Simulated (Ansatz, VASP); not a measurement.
**Hf in VASP and in Ansatz**

```
Hf
1.0
    -1.85915    1.80500    1.80500
     1.85915   -1.80500    1.80500
     1.85915    1.80500   -1.80500
Hf
1
Cartesian
  0.0000 0.0000 0.0000
```

Change from the starting cell: strain +0.0300 x Voigt [1, 0, 0, 0, 0, 0], atoms carried along.

Alike in both runs: task single point; functional PBEsol; k mesh 18 × 18 × 18; occupations gaussian, width 0.15 eV; no spin polarisation.

|  | VASP | Ansatz |
| --- | --- | --- |
| version | VASP 6.6.1 | Ansatz 0.2.0 |
| potentials or method | VASP PAW PBE potentials, release 64 (Hf_pv), cutoff 520 eV | scalar-relativistic, plane waves, PAW |
| valence electrons in the cell | 10 | 26 |

```csv
,VASP,Ansatz,Ansatz less VASP
gap on the k mesh at the Fermi level (eV),none,none,-
pressure (GPa),-11.4,-11.1,+0.31
"traceless stress, the component that is largest in VASP (GPa)",0.90,0.87,-0.024
```

VASP's potentials were made for PBE, not for PBEsol. A gap of «none» marks a metal or a gap that the smearing closes. VASP's potentials hold 10 valence electrons a cell and Ansatz's 26, so a difference there can come from the potentials and not from the codes.

Neither program's run includes spin-orbit coupling.
